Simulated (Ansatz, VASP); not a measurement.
CuI in VASP and in Ansatz

Contents of INCAR:

```
AGGAC    = 1.0          
AGGAX    = 1.0          
ALDAC    = 0.0          
ALDAX    = 1.0          
ALGO     = Normal         # electronic algorithm
EDIFF    = 1E-6           # SCF threshold, eV
ENCUT    = 520            # plane-wave cutoff, eV
GGA      = B5             # functional
ISIF     = 2              # what is computed and relaxed
ISMEAR   = -1             # smearing method
LASPH    = True           # aspherical terms in the spheres
LCHARG   = False          # write CHGCAR
LREAL    = False          # projectors in reciprocal space
LWAVE    = False          # write WAVECAR
NBANDS   = 16             # bands
NELM     = 60             # most SCF steps
PREC     = Accurate       # precision mode
SIGMA    = 0.02           # smearing width, eV
```

Contents of KPOINTS:

```
k-points
0
Gamma
  6 6 6
```

POSCAR

```
CuI
1.0
    4.2871880000      0.0000000000      0.0000000000
    2.1435940000      3.7128137188      0.0000000000
    2.1435940000      1.2376045729      3.5004743438
Cu I
1 1
Direct
    0.2500000000      0.2500000000      0.2500000000
    0.0000000000      0.0000000000      0.0000000000
```

Input for Ansatz:

```yaml
crystal:
  lattice:
    - [4.287188, 0.0, 0.0]
    - [2.1435940000000007, 3.7128137187998003, 0.0]
    - [2.1435940000000007, 1.237604572933267, 3.5004743437943757]
  atoms:
    - { symbol: Cu, position: [0.24999999999999994, 0.24999999999999997, 0.25] }
    - { symbol: I, position: [0.0, 0.0, 0.0] }
basis:
  ecutwfc: 517.016338673772
kpoints:
  mp_grid:
    grid: [6, 6, 6]
    shift: [0.0, 0.0, 0.0]
hamiltonian:
  xc: blyp
scf:
  max_iter: 90
  occupations:
    method: fermi_dirac
    width: 0.02
output:
  forces: true
  stress: true
```

Alike in both runs: task single point; functional BLYP; k mesh 6 × 6 × 6; occupations fermi-dirac, width 0.02 eV; no spin polarisation.

```csv
,VASP,Ansatz
version,VASP 6.6.1,Ansatz 0.2.0
potentials or method,"VASP PAW PBE potentials, release 64 (Cu, I), cutoff 520 eV","plane waves, PAW"
valence electrons in the cell,18,36
```

Ansatz gave:

```
pressure (GPa) : 3.5
```

Problem. Which values does VASP return?

Solution. Pressure (GPa): 3.8.

VASP's potentials were made for PBE, not for BLYP. VASP's potentials hold 18 valence electrons a cell and Ansatz's 36, so a difference there can come from the potentials and not from the codes.

Neither program's run includes spin-orbit coupling.
